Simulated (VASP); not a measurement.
# Pd: single point with PBE0

Crystal: Pd.

```xyz
1
Lattice="0.0000 1.9721 1.9721 1.9721 0.0000 1.9721 1.9721 1.9721 0.0000" Properties=species:S:1:pos:R:3 pbc="T T T"
Pd    0.0000    0.0000    0.0000
```

* Program: VASP 6.6.1
* Task: single point
* Functional: PBE0
* Potentials or basis: VASP PAW PBE potentials, release 64 (Pd)
* Cutoff: 520 eV
* k mesh: 8 × 8 × 8
* Occupations: fermi-dirac, width 0.05 eV
* Spin: no spin polarisation
* Dipole correction: no
* Grid for exact exchange (PRECFOCK): Normal
* Further INCAR settings: ALGO = Normal; EDIFF = 1e-06; NBANDS = 11
* Share of exact exchange: 0.25

```json
{"Pressure": "-3.9 GPa", "Band gap on the k mesh": "zero (bands 5 and 6 overlap by 2.64 eV)"}
```

Levels at points of the mesh, in eV from the Fermi level:
```csv
k point,band 2,band 3,band 4,band 5,band 6,band 7,band 8,band 9
"(0.00, 0.00, 0.00)",-3.40,-3.40,-3.40,-1.89,-1.89,19.20,23.96,23.96
"(0.50, 0.00, 0.00)",-3.54,-3.54,-0.37,-0.37,2.13,8.97,18.47,23.10
"(0.50, 0.50, 0.00)",-5.75,-0.61,0.71,0.71,4.73,12.48,15.04,15.04
```

Run time: 10 min on 1 thread of Intel(R) Xeon(R) 6975P-C (Granite Rapids), with other jobs on the host, peak memory 0.16 GiB.

Caveat: the cell stands under tension; the PAW data sets were made with another functional, which shifts forces and pressure a little.
